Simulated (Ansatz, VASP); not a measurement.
TaN: VASP beside Ansatz

```
Ta N
1.0
     5.18500    0.00000    0.00000
    -2.59250    4.49034    0.00000
     0.00000    0.00000    2.87892
Ta N
3 3
Direct
  0.00000 0.00000 0.00000
  0.33333 0.66667 0.50000
  0.66667 0.33333 0.50000
  0.50000 0.00000 0.00000
  0.50000 0.50000 0.00000
  0.00000 0.50000 0.00000
```

Change from the starting cell: zz strain of -1 %, crystal datasets.

Alike in both runs: task electric field gradients; functional LDA; k mesh 5 × 5 × 8; occupations fermi-dirac, width 0.03 eV; no spin polarisation.

```csv
,VASP,Ansatz
version,VASP 6.6.1,Ansatz 0.2.0
potentials or method,"VASP PAW LDA potentials, release 64 (Ta_pv, N), cutoff 520 eV","all-electron PAW with datasets made for the crystal, scalar-relativistic"
```

VASP gave:

* pressure (GPa): 1.2
* traceless stress, the component that is largest in VASP (GPa): 2.18
* size of Vzz on the site where it differs most (V/Å²): 341.7

Q: Estimate Ansatz's values.

A: Pressure (GPa): -0.7; traceless stress, the component that is largest in VASP (GPa): 1.71; size of Vzz on the site where it differs most (V/Å²): 463.9.

LDA's correlation is that of Perdew and Zunger in VASP and of Perdew and Wang (1992) in Ansatz. Ansatz ran all-electron here, and VASP with PAW potentials.

Neither program's run includes spin-orbit coupling.
